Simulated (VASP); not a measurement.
# SnTe3 (Fm-3m) in VASP: further runs

The runs below take SnTe3 through single point, with PBE.

All numbers are computed with VASP 6.6.1; they aren't measurements. Logs are shortened: lines on timing, memory, paths and dates and some standing lists are left out, and cuts for length are marked.

### Step 1. The cell of the first run

Symmetry: Fm-3m, No. 225, cubic system. The conventional cell has a = 7.722 Å, b = 7.722 Å, c = 7.722 Å, α = 90.00°, β = 90.00°, γ = 90.00°. Within 4.4 Å of Sn (site symmetry m-3m) lie 14 Te at 3.34 to 3.86 Å. Te (site symmetry -43m) has 4 Sn at 3.34 Å and 10 Te at 3.34 to 3.86 Å within 4.4 Å. Within 4.4 Å of Te (site symmetry m-3m) lie 8 Te at 3.34 Å and 6 Sn at 3.86 Å.

### Step 2. Single point, PBE

Contents of INCAR:

```
SYSTEM = SnTe3
PREC = Accurate
ENCUT = 520
EDIFF = 1E-6
ISMEAR = 0
SIGMA = 0.05
LREAL = .FALSE.
LASPH = .TRUE.
NELM = 60
ALGO = Normal
ISIF = 2
LWAVE = .FALSE.
LCHARG = .FALSE.
GGA = PE
NBANDS = 24
```

Contents of KPOINTS:

```
Automatic mesh
0
G
  5 5 5
  0 0 0
```

Contents of POSCAR:

```
SnTe3
1.0
    0.0000000000      3.8612190000      3.8612190000
    3.8612190000      0.0000000000      3.8612190000
    3.8612190000      3.8612190000      0.0000000000
Sn Te
1 3
Direct
    0.0000000000      0.0000000000      0.0000000000
    0.2500000000      0.2500000000      0.2500000000
    0.7500000000      0.7500000000      0.7500000000
    0.5000000000      0.5000000000      0.5000000000
```

Potentials or basis: VASP PAW PBE potentials, release 64 (Sn_d, Te).

On the command line:

```
cat potpaw_PBE.64/Sn_d/POTCAR potpaw_PBE.64/Te/POTCAR > POTCAR
mpirun -np 1 vasp_std > vasp.out
```

OUTCAR:

```text
SYSTEM = SnTe3
   PREC = Accurate
   ENCUT = 520
   EDIFF = 1E-6
   ISMEAR = 0
   LREAL = .FALSE.
   LASPH = .TRUE.
   NELM = 60
   ISIF = 2
   GGA = PE

 ion  position               nearest neighbor table
   1  0.000  0.000  0.000-   3 3.34   3 3.34   3 3.34   2 3.34   3 3.34   2 3.34   2 3.34   2 3.34

   2  0.250  0.250  0.250-   1 3.34   1 3.34   1 3.34   1 3.34   4 3.34   4 3.34   4 3.34   4 3.34

   3  0.750  0.750  0.750-   4 3.34   4 3.34   4 3.34   1 3.34   4 3.34   1 3.34   1 3.34   1 3.34

   4  0.500  0.500  0.500-   2 3.34   2 3.34   2 3.34   2 3.34   3 3.34   3 3.34   3 3.34   3 3.34

  LATTYP: Found a face centered cubic cell.
 ALAT       =     7.7224380000

  Lattice vectors:

 A1 = (   0.0000000000,   3.8612190000,   3.8612190000)
 A2 = (   3.8612190000,   0.0000000000,   3.8612190000)
 A3 = (   3.8612190000,   3.8612190000,   0.0000000000)

Analysis of symmetry for initial positions (statically):
=====================================================================
 Subroutine PRICEL returns:
 Original cell was already a primitive cell.

 Routine SETGRP: Setting up the symmetry group for a
 face centered cubic supercell.

 Subroutine GETGRP returns: Found 48 space group operations
 (whereof 48 operations were pure point group operations)
 out of a pool of 48 trial point group operations.

The static configuration has the point symmetry O_h .

Analysis of symmetry for dynamics (positions and initial velocities):
=====================================================================
 Subroutine PRICEL returns:
 Original cell was already a primitive cell.

 Routine SETGRP: Setting up the symmetry group for a
 face centered cubic supercell.

 Subroutine GETGRP returns: Found 48 space group operations
 (whereof 48 operations were pure point group operations)
 out of a pool of 48 trial point group operations.

The dynamic configuration has the point symmetry O_h .

 Subroutine INISYM returns: Found 48 space group operations
 (whereof 48 operations are pure point group operations),
 and found     1 'primitive' translations

----------------------------------------------------------------------------------------

                                     Primitive cell

  volume of cell :     115.1339

[... 74 lines left out ...]
   LASPH  =      T    aspherical Exc in radial PAW
   ENCUT  =  520.0 eV  38.22 Ry    6.18 a.u.  10.15 10.15 10.15*2*pi/ulx,y,z
   NELM   =     60;   NELMIN=  2; NELMDL= -5     # of ELM steps
   EDIFF  = 0.1E-05   stopping-criterion for ELM
   LREAL  =      F    real-space projection
   EDIFFG = 0.1E-04   stopping-criterion for IOM
   NSW    =      0    number of steps for IOM
   IBRION =     -1    ionic relax: 0-MD 1-quasi-New 2-CG
   NFREE  =      0    steps in history (QN), initial steepest desc. (CG)
   ISIF   =      2    stress and relaxation
   ISYM   =      2    0-nonsym 1-usesym 2-fastsym
   POTIM  = 0.5000    time-step for ionic-motion
   TEBEG  =    0.0;   TEEND  =   0.0 temperature during run
   PSTRESS=    0.0 pullay stress
   NELECT =      32.0000    total number of electrons
   NUPDOWN=      -1.0000    fix difference up-down
   EMIN   =  10.00;   EMAX   =-10.00  energy-range for DOS
   EFERMI =   0.00;   METHOD = LEGACY
   ISMEAR =     0;   SIGMA  =   0.05  broadening in eV -4-tet -1-fermi 0-gaus
   EFERMI_NEDOS =   21; number of points for ismear=-14 and -15
   IALGO  =     38    algorithm
   IMIX   =      4    mixing-type and parameters
     AMIX     =   0.40;   BMIX     =  1.00
     AMIX_MAG =   1.60;   BMIX_MAG =  1.00
  volume/ion in A,a.u.               =      28.78       194.24
  Fermi-wavevector in a.u.,A,eV,Ry     =   1.068375  2.018936 15.530032  1.141425
  Thomas-Fermi vector in A             =   2.204021
   LORBIT       =      0    0 simple, 1 ext, 2 COOP (PROOUT), +10 PAW based schemes
   GGA     = PE    functional components
   LHFCALC =     F    Hartree Fock is set to
   AEXX    =    0.0000 exact exchange contribution
   IVDW    =     0    specifies the selected vdW correction
   LEPSILON=     F    determine dielectric tensor
   LRPA    =     F    only Hartree local field effects (RPA)
 non-spin polarized calculation
 Gauss-broadening in eV      SIGMA  =   0.05
  energy-cutoff  :      520.00
  volume of cell :      115.13
 maximum number of plane-waves:      3119
 NGX is ok and might be reduce to    42
   NGX = 21   NGY = 21   NGZ = 21

 number of electron      31.9999997 magnetization

 Free energy of the ion-electron system (eV)
  ---------------------------------------------------
  ext. energy  EPLUGINS =         0.00000000
  ---------------------------------------------------
  free energy    TOTEN  =       -12.52141117 eV

  energy without entropy =      -12.50999529  energy(sigma->0) =      -12.51570323

 E-fermi :   7.5319     XC(G=0): -10.0310

 val. band max:        7.5099439895   @ k =  -0.4000   0.4000   0.0000
 cond. band min:       7.5371838382   @ k =  -0.4000   0.4000   0.0000
 fundamental gap:      0.0272398487
 Fermi energy:         7.5318970036

 k-point     1 :       0.0000    0.0000    0.0000
  band No.  band energies     occupation
      1     -13.9431      2.00000
      2     -13.9431      2.00000
      3     -13.9431      2.00000
      4     -13.9401      2.00000
      5     -13.9401      2.00000
      6      -5.7328      2.00000
[... 259 lines left out ...]
     23      14.1995      0.00000
     24      14.5910      0.00000

------------------------ aborting loop because EDIFF is reached ----------------------------------------

  FORCE on cell =-STRESS in cart. coord.  units (eV):
  Direction    XX          YY          ZZ          XY          YZ          ZX
  --------------------------------------------------------------------------------------
  -------------------------------------------------------------------------------------
  Total        0.1499636      0.1499636      0.1499636      0.0000000      0.0000000      0.0000000
  in kB        2.0868596      2.0868596      2.0868596      0.0000000      0.0000000      0.0000000
  external PRESSURE =       2.0868596 kB  Pullay stress =       0.0000000 kB

 VOLUME and BASIS-vectors are now :
 -----------------------------------------------------------------------------
  energy-cutoff  :      520.00
  volume of cell :      115.13
      direct lattice vectors                 reciprocal lattice vectors
     0.000000000  3.861219000  3.861219000    -0.129492785  0.129492785  0.129492785
     3.861219000  0.000000000  3.861219000     0.129492785 -0.129492785  0.129492785
     3.861219000  3.861219000  0.000000000     0.129492785  0.129492785 -0.129492785

 POSITION                                       TOTAL-FORCE (eV/Angst)
 -----------------------------------------------------------------------------------
      0.00000      0.00000      0.00000        -0.000000     -0.000000     -0.000000
      1.93061      1.93061      1.93061         0.000000      0.000000      0.000000
      5.79183      5.79183      5.79183        -0.000000     -0.000000      0.000000
      3.86122      3.86122      3.86122        -0.000000     -0.000000     -0.000000
 -----------------------------------------------------------------------------------
    total drift:                               -0.000000      0.000000      0.000000

  FREE ENERGIE OF THE ION-ELECTRON SYSTEM (eV)
  ---------------------------------------------------
  free  energy   TOTEN  =       -12.5214111739 eV

  energy  without entropy=      -12.5099952873  energy(sigma->0) =      -12.51570323
```

Wall time 22 s (1 thread of Intel Xeon 6975P-C (Granite Rapids), shared host); peak memory 0.25 GiB.

Results:

- Free energy: -12.5214 eV
- Pressure: 0.2 GPa

Levels at points of the mesh, in eV from the Fermi level:
```
           k point  band 13  band 14  band 15  band 16  band 17  band 18  band 19  band 20
(0.00, 0.00, 0.00)    -3.08    -3.08    -3.08    -1.66    -1.66    -1.66     3.28     3.28
```

Caveat: this odd mesh misses L, where the gap lies, so gap, dielectric constants and Born charges aren't listed; spin-orbit coupling is left out, which moves the levels of the heavy elements.

[end of part 1 of 2]
